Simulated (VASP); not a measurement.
# ZnCu (Pm-3m) in VASP: phonons with r2SCAN

Aim: the phonons of ZnCu with r2SCAN.

All numbers are computed with VASP 6.6.1; they aren't measurements. Logs are shortened: lines on timing, memory, paths and dates and some standing lists are left out, and cuts for length are marked.

### 1 The cell of the first run

The structure is cubic, space group Pm-3m (No. 221). Conventional cell: a = 2.945 Å, b = 2.945 Å, c = 2.945 Å, α = 90.00°, β = 90.00°, γ = 90.00°. Zn (site symmetry m-3m) has 8 Cu at 2.55 Å and 6 Zn at 2.94 Å within 3.4 Å. Cu (site symmetry m-3m) has 8 Zn at 2.55 Å and 6 Cu at 2.94 Å within 3.4 Å.

### 2 Phonons, r2SCAN

File INCAR:

```
SYSTEM = ZnCu
PREC = Accurate
ENCUT = 660
EDIFF = 1E-8
ISMEAR = 1
SIGMA = 0.1
LREAL = .FALSE.
LASPH = .TRUE.
NELM = 120
ALGO = Normal
ISIF = 2
LWAVE = .FALSE.
LCHARG = .FALSE.
METAGGA = R2SCAN
LMIXTAU = .TRUE.
IBRION = 6
NFREE = 2
POTIM = 0.015
NSW = 1
GGA_COMPAT = .FALSE.
```

File KPOINTS:

```
regular mesh
0
G
  10 10 10
  0 0 0
```

File POSCAR:

```
ZnCu
1.0
    2.9450000000      0.0000000000      0.0000000000
    0.0000000000      2.9450000000      0.0000000000
    0.0000000000      0.0000000000      2.9450000000
Zn Cu
1 1
Direct
    0.5000000000      0.5000000000      0.5000000000
    0.0000000000      0.0000000000      0.0000000000
```

Potentials or basis: VASP PAW PBE potentials, release 64 (Zn, Cu).

On the command line:

```sh
> cat potpaw_PBE.64/Zn/POTCAR potpaw_PBE.64/Cu/POTCAR > POTCAR
> mpirun -np 1 vasp_std > vasp.out
```

OUTCAR:

```text
SYSTEM = ZnCu
   PREC = Accurate
   ENCUT = 660
   EDIFF = 1E-8
   ISMEAR = 1
   LREAL = .FALSE.
   LASPH = .TRUE.
   NELM = 120
   ISIF = 2
   METAGGA = R2SCAN
   IBRION = 6
   NFREE = 2
   POTIM = 0.015
   NSW = 1

 ion  position               nearest neighbor table
   1  0.500  0.500  0.500-   2 2.55   2 2.55   2 2.55   2 2.55   2 2.55   2 2.55   2 2.55   2 2.55

   2  0.000  0.000  0.000-   1 2.55   1 2.55   1 2.55   1 2.55   1 2.55   1 2.55   1 2.55   1 2.55

  LATTYP: Found a simple cubic cell.
 ALAT       =     2.9450000000

  Lattice vectors:

 A1 = (   2.9450000000,   0.0000000000,   0.0000000000)
 A2 = (   0.0000000000,   2.9450000000,   0.0000000000)
 A3 = (   0.0000000000,   0.0000000000,   2.9450000000)

Analysis of symmetry for initial positions (statically):
=====================================================================
 Subroutine PRICEL returns:
 Original cell was already a primitive cell.

 Routine SETGRP: Setting up the symmetry group for a
 simple cubic supercell.

 Subroutine GETGRP returns: Found 48 space group operations
 (whereof 48 operations were pure point group operations)
 out of a pool of 48 trial point group operations.

The static configuration has the point symmetry O_h .

Analysis of symmetry for dynamics (positions and initial velocities):
=====================================================================
 Subroutine PRICEL returns:
 Original cell was already a primitive cell.

 Routine SETGRP: Setting up the symmetry group for a
 simple cubic supercell.

 Subroutine GETGRP returns: Found 48 space group operations
 (whereof 48 operations were pure point group operations)
 out of a pool of 48 trial point group operations.

The dynamic configuration has the point symmetry O_h .

 Subroutine INISYM returns: Found 48 space group operations
 (whereof 48 operations are pure point group operations),
 and found     1 'primitive' translations

----------------------------------------------------------------------------------------

                                     Primitive cell

  volume of cell :      25.5421

  direct lattice vectors                    reciprocal lattice vectors
     2.945000000  0.000000000  0.000000000     0.339558574  0.000000000  0.000000000
     0.000000000  2.945000000  0.000000000     0.000000000  0.339558574  0.000000000
     0.000000000  0.000000000  2.945000000     0.000000000  0.000000000  0.339558574

  length of vectors
     2.945000000  2.945000000  2.945000000     0.339558574  0.339558574  0.339558574

  position of ions in fractional coordinates (direct lattice)
     0.500000000  0.500000000  0.500000000
     0.000000000  0.000000000  0.000000000

  ion indices of the primitive-cell ions
   primitive index   ion index
                 1           1
                 2           2

----------------------------------------------------------------------------------------

 KPOINTS: regular mesh

Automatic generation of k-mesh.
 Grid dimensions read from file:
 generate k-points for:   10   10   10

 Generating k-lattice:

  Cartesian coordinates                     Fractional coordinates (reciprocal lattice)
     0.033955857  0.000000000  0.000000000     0.100000000  0.000000000  0.000000000
     0.000000000  0.033955857  0.000000000     0.000000000  0.100000000  0.000000000
     0.000000000  0.000000000  0.033955857     0.000000000  0.000000000  0.100000000

  Length of vectors
     0.033955857  0.033955857  0.033955857

  Shift w.r.t. Gamma in fractional coordinates (k-lattice)
     0.000000000  0.000000000  0.000000000
[... 62 lines left out ...]
   NELECT =      23.0000    total number of electrons
   NUPDOWN=      -1.0000    fix difference up-down
   EMIN   =  10.00;   EMAX   =-10.00  energy-range for DOS
   EFERMI =   0.00;   METHOD = LEGACY
   ISMEAR =     1;   SIGMA  =   0.10  broadening in eV -4-tet -1-fermi 0-gaus
   EFERMI_NEDOS =   21; number of points for ismear=-14 and -15
   IALGO  =     38    algorithm
   IMIX   =      4    mixing-type and parameters
     AMIX     =   0.40;   BMIX     =  1.00
     AMIX_MAG =   1.60;   BMIX_MAG =  1.00
  volume/ion in A,a.u.               =      12.77        86.18
  Fermi-wavevector in a.u.,A,eV,Ry     =   1.580880  2.987429 34.003415  2.499180
  Thomas-Fermi vector in A             =   2.681040
   LORBIT       =      0    0 simple, 1 ext, 2 COOP (PROOUT), +10 PAW based schemes
   METAGGA = R2SCAN    functional components
   LHFCALC =     F    Hartree Fock is set to
   AEXX    =    0.0000 exact exchange contribution
   IVDW    =     0    specifies the selected vdW correction
   LEPSILON=     F    determine dielectric tensor
   LRPA    =     F    only Hartree local field effects (RPA)
 finite differences with symmetry
 non-spin polarized calculation
 Methfessel and Paxton  Order N= 1 SIGMA  =   0.10
  energy-cutoff  :      660.00
  volume of cell :       25.54
 maximum number of plane-waves:      1021
 NGX is ok and might be reduce to    28
   NGX = 13   NGY = 13   NGZ = 13

--------------------------------------- Ionic step        1  -------------------------------------------

 number of electron      23.0000005 magnetization

 Free energy of the ion-electron system (eV)
  ---------------------------------------------------
  ext. energy  EPLUGINS =         0.00000000
  ---------------------------------------------------
  free energy    TOTEN  =       -19.93145329 eV

  energy without entropy =      -19.93251334  energy(sigma->0) =      -19.93180664

------------------------ aborting loop because EDIFF is reached ----------------------------------------

  FORCE on cell =-STRESS in cart. coord.  units (eV):
  Direction    XX          YY          ZZ          XY          YZ          ZX
  --------------------------------------------------------------------------------------
  -------------------------------------------------------------------------------------
  Total       -0.4520939     -0.4520939     -0.4520939     -0.0000000     -0.0000000     -0.0000000
  in kB      -28.3585079    -28.3585079    -28.3585079     -0.0000000     -0.0000000     -0.0000000
  external PRESSURE =     -28.3585079 kB  Pullay stress =       0.0000000 kB
[... 131 lines left out ...]
--------------------------------------- Ionic step        5  -------------------------------------------

 number of electron      23.0000004 magnetization

 Free energy of the ion-electron system (eV)
  ---------------------------------------------------
  ext. energy  EPLUGINS =         0.00000000
  ---------------------------------------------------
  free energy    TOTEN  =       -19.93096471 eV

  energy without entropy =      -19.93200350  energy(sigma->0) =      -19.93131098

 E-fermi :   5.4918     XC(G=0): -13.5272

 val. band max:        5.4615093156   @ k =   0.3000   0.1000   0.0000
 cond. band min:       5.6035125272   @ k =   0.5000   0.4000   0.3000
 fundamental gap:      0.1420032117
 Fermi energy:         5.4918229931

 k-point     1 :       0.0000    0.0000    0.0000
  band No.  band energies     occupation
      1      -5.3920      2.00000
      2      -2.7996      2.00000
      3      -2.7994      2.00000
      4      -2.0716      2.00000
      5      -2.0715      2.00000
      6      -2.0715      2.00000
      7       1.6394      2.00000
      8       1.6399      2.00000
      9       2.5310      2.00000
     10       2.5310      2.00000
     11       2.5310      2.00000
     12      11.9920      0.00000
     13      11.9920      0.00000
     14      11.9933      0.00000
[... 401 lines left out ...]
      2      -2.5968      2.00000
      3      -2.4460      2.00000
      4      -2.2221      2.00000
      5      -2.1210      2.00000
      6      -2.0479      2.00000
      7       1.5888      2.00000
      8       1.6403      2.00000
      9       2.1099      2.00000
     10       2.1618      2.00000
     11       2.4475      2.00000
     12       5.6515     -0.04646
     13      12.5217      0.00000
     14      12.7727      0.00000
     15      19.8613      0.00000

 [... further k-points ...]

------------------------ aborting loop because EDIFF is reached ----------------------------------------

  FORCE on cell =-STRESS in cart. coord.  units (eV):
  Direction    XX          YY          ZZ          XY          YZ          ZX
  --------------------------------------------------------------------------------------
  -------------------------------------------------------------------------------------
  Total       -0.4518107     -0.4489276     -0.4489276      0.0000000      0.0000000      0.0000000
  in kB      -28.3407389    -28.1598955    -28.1598955      0.0000000      0.0000000      0.0000000
  external PRESSURE =     -28.2201766 kB  Pullay stress =       0.0000000 kB
[... 17 lines left out ...]
  FREE ENERGIE OF THE ION-ELECTRON SYSTEM (eV)
  ---------------------------------------------------
  free  energy   TOTEN  =       -19.9309647131 eV

  energy  without entropy=      -19.9320035010  energy(sigma->0) =      -19.93131098

 INTERNAL STRAIN TENSORS FROM DISPLACED ATOMS
 ============================================

 INTERNAL STRAIN TENSOR FOR ION    1 for displacements in x,y,z  (eV/Angst):
          X           Y           Z          XY          YZ          ZX
  --------------------------------------------------------------------------------
  x     0.00000     0.00000     0.00000     0.00000     0.00000     0.00000
  y     0.00000     0.00000     0.00000     0.00000     0.00000     0.00000
  z     0.00000     0.00000     0.00000     0.00000     0.00000     0.00000

 INTERNAL STRAIN TENSOR FOR ION    2 for displacements in x,y,z  (eV/Angst):
          X           Y           Z          XY          YZ          ZX
  --------------------------------------------------------------------------------
  x     0.00000     0.00000     0.00000     0.00000     0.00000     0.00000
  y     0.00000     0.00000     0.00000     0.00000     0.00000     0.00000
  z     0.00000     0.00000     0.00000     0.00000     0.00000     0.00000

 Eigenvectors and eigenvalues of the dynamical matrix
 ----------------------------------------------------

   1 f  =    5.976414 THz    37.550919 2PiTHz  199.351726 cm-1    24.716453 meV
             X         Y         Z           dx          dy          dz
      1.472500  1.472500  1.472500    -0.709174   -0.000000    0.000000
      0.000000  0.000000  0.000000     0.705033    0.000000    0.000000
[... 21 lines left out ...]
   6 f/i=    0.060240 THz     0.378498 2PiTHz    2.009385 cm-1     0.249132 meV
             X         Y         Z           dx          dy          dz
      1.472500  1.472500  1.472500    -0.000000   -0.378408    0.594877
      0.000000  0.000000  0.000000    -0.000000   -0.380631    0.598371

 ELASTIC MODULI CONTR FROM IONIC RELAXATION (kBar)
 Direction    XX          YY          ZZ          XY          YZ          ZX
 --------------------------------------------------------------------------------
 XX           0.0000      0.0000      0.0000      0.0000      0.0000      0.0000
 YY           0.0000      0.0000      0.0000      0.0000      0.0000      0.0000
 ZZ           0.0000      0.0000      0.0000      0.0000      0.0000      0.0000
 XY           0.0000      0.0000      0.0000      0.0000      0.0000      0.0000
 YZ           0.0000      0.0000      0.0000      0.0000      0.0000      0.0000
 ZX           0.0000      0.0000      0.0000      0.0000      0.0000      0.0000
 --------------------------------------------------------------------------------
```

Wall time 8.1 min (1 thread of Intel Xeon 6975P-C (Granite Rapids), shared host); peak memory 0.27 GiB.

What came out:

```yaml
Highest_phonon_frequency_at_Γ: 199 cm⁻¹
```

Phonon frequencies in cm⁻¹ (negative: imaginary):
| q point | frequencies |
| --- | --- |
| (0.000, 0.000, 0.000) | -2 -2 -2 199 199 199 |

Caveat: the cell stands under pressure or tension, which shifts response properties; the PAW data sets were made with another functional, which shifts forces and pressure a little.
